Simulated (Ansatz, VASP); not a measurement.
**Fe: VASP beside Ansatz**

```
Fe
1.0
     2.39274    0.00000    0.00000
    -1.19637    2.07218    0.00000
     0.00000    0.00000    2.30099
Fe
1
Direct
  0.00000 0.00000 0.00000
```

Change from the starting cell: volume scaled by 0.9, LAPW.

Alike in both runs: task single point; functional PBE; k mesh 18 × 18 × 16; occupations fermi-dirac, width 0.08 eV; collinear spin.

```csv
,VASP,Ansatz
version,VASP 6.6.1,Ansatz 0.2.0
potentials or method,"VASP PAW PBE potentials, release 64 (Fe), cutoff 520 eV","all-electron LAPW, scalar-relativistic"
```

|  | VASP | Ansatz | Ansatz less VASP |
| --- | --- | --- | --- |
| pressure (GPa) | 15.0 | 15.3 | +0.34 |
| traceless stress, the component that is largest in VASP (GPa) | -0.55 | 0.19 | +0.744 |
| net moment per atom (μB) | 2.11 | 2.09 | -0.018 |
| size of the moment on the site where the two differ most (μB) | 2.09 | 2.10 | +0.010 |

Site moments also hang on the region over which each program counts them. Ansatz ran all-electron here, and VASP with PAW potentials.
